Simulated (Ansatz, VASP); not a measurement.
**One calculation of Al2Ru, two programs**

File POSCAR:

```
Al2Ru
1.0
    0.0000000000      3.8897693251      4.1718819299
    2.2945275555      0.0000000000      4.1718819299
    2.2945275555      3.8897693251      0.0000000000
Al Ru
4 2
Direct
    0.0790459565      0.4209540435      0.0790459565
    0.4209540435      0.0790459565      0.4209540435
    0.1709540435      0.8290459565      0.1709540435
    0.8290459565      0.1709540435      0.8290459565
    0.7500000000      0.7500000000      0.7500000000
    0.5000000000      0.5000000000      0.5000000000
```

INCAR.step1

```
  PREC = Accurate
  ENCUT = 520
  ISMEAR = 0
  SIGMA = 0.03
  LREAL = False
  LASPH = True
  NELM = 80
  NBANDS = 29
  GGA = PE
  ALGO = Normal
  EDIFF = 1E-4
  LWAVE = True
  LCHARG = False
```

File INCAR.step2:

```
  PREC = Accurate
  ENCUT = 520
  EDIFF = 1E-6
  ISMEAR = 0
  SIGMA = 0.03
  LREAL = False
  LASPH = True
  NELM = 80
  ALGO = Normal
  ISIF = 2
  LWAVE = False
  LCHARG = True
  METAGGA = R2SCAN
  LMIXTAU = True
  LELF = True
  LVHAR = True
  NBANDS = 29
  ISTART = 1
```

Contents of KPOINTS:

```
regular mesh
0
Gamma
  10 10 10
```

Input for Ansatz:

```yaml
crystal:
  lattice:
    - [0.0, 3.8897693251, 4.1718819299]
    - [2.2945275555, 0.0, 4.1718819299]
    - [2.2945275555, 3.8897693251, 0.0]
  atoms:
    - { symbol: Al, position: [0.0790459565, 0.4209540435, 0.0790459565] }
    - { symbol: Al, position: [0.4209540435, 0.0790459565, 0.4209540435] }
    - { symbol: Al, position: [0.1709540435, 0.8290459565, 0.1709540435] }
    - { symbol: Al, position: [0.8290459565, 0.1709540435, 0.8290459565] }
    - { symbol: Ru, position: [0.75, 0.75, 0.75] }
    - { symbol: Ru, position: [0.5, 0.5, 0.5] }
basis:
  ecutwfc: 500
kpoints:
  mp_grid: { grid: [10, 10, 10] }
hamiltonian:
  xc: r2scan
scf:
  occupations: { method: gaussian, width: 0.03 }
output:
  forces: true
  stress: true
  eigenvalues: true
```

Change from the starting cell: strain -0.025 along x and y, -0.050 along z, atoms carried along.

Alike in both runs: task single point; functional r2SCAN; k mesh 10 × 10 × 10; occupations gaussian, width 0.03 eV; no spin polarisation.

```csv
,VASP,Ansatz
version,VASP 6.6.1,Ansatz 0.2.0
potentials or method,"VASP PAW PBE potentials, release 64 (Al, Ru_pv), cutoff 520 eV","scalar-relativistic, plane waves, PAW"
valence electrons in the cell,40,44
```

```csv
,VASP,Ansatz,Ansatz less VASP
gap on the k mesh at the Fermi level (eV),0.36,0.35,-0.008
least direct gap on the mesh (eV),1.53,1.53,+0.004
pressure (GPa),24.1,24.0,0.00
"traceless stress, the component that is largest in VASP (GPa)",8.49,8.44,-0.049
rms of the force components (eV/Å),0.040,0.035,-0.0045
```

VASP's potentials were made for PBE, not for r2SCAN. Atom by atom the forces differ by 0.005 eV/Å (rms over components). VASP's potentials hold 40 valence electrons a cell and Ansatz's 44, so a difference there can come from the potentials and not from the codes.
